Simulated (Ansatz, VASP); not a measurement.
# C: VASP beside Ansatz

```xyz
4
Lattice="2.4657 0.0000 0.0000 -1.2328 2.1353 0.0000 0.0000 0.0000 17.5001" Properties=species:S:1:pos:R:3 pbc="T T T"
C     1.2328    0.7118    4.5000
C     0.0000    1.4235    4.5000
C     1.6438    0.7118    7.7301
C     0.4109    1.4235    7.7300
```

Alike in both runs: task single point; functional PBE; dispersion D3(BJ); k mesh 15 × 15 × 1; occupations gaussian, width 0.1 eV; no spin polarisation.

|  | VASP | Ansatz |
| --- | --- | --- |
| version | VASP 6.6.1 | Ansatz 0.2.0 |
| potentials or method | VASP PAW PBE potentials, release 64 (C), cutoff 520 eV | scalar-relativistic, plane waves, PAW |
| valence electrons in the cell | 16 | 16 |

```tsv
	VASP	Ansatz	Ansatz less VASP
gap on the k mesh at the Fermi level (eV)	0.74	0.74	-0.001
least direct gap on the mesh (eV)	0.74	0.74	-0.001
rms of the force components (eV/Å)	0.049	0.049	-0.0001
```

Atom by atom the forces differ by 0.000 eV/Å (rms over components). Ansatz's warnings: structure snapped to symmetry.
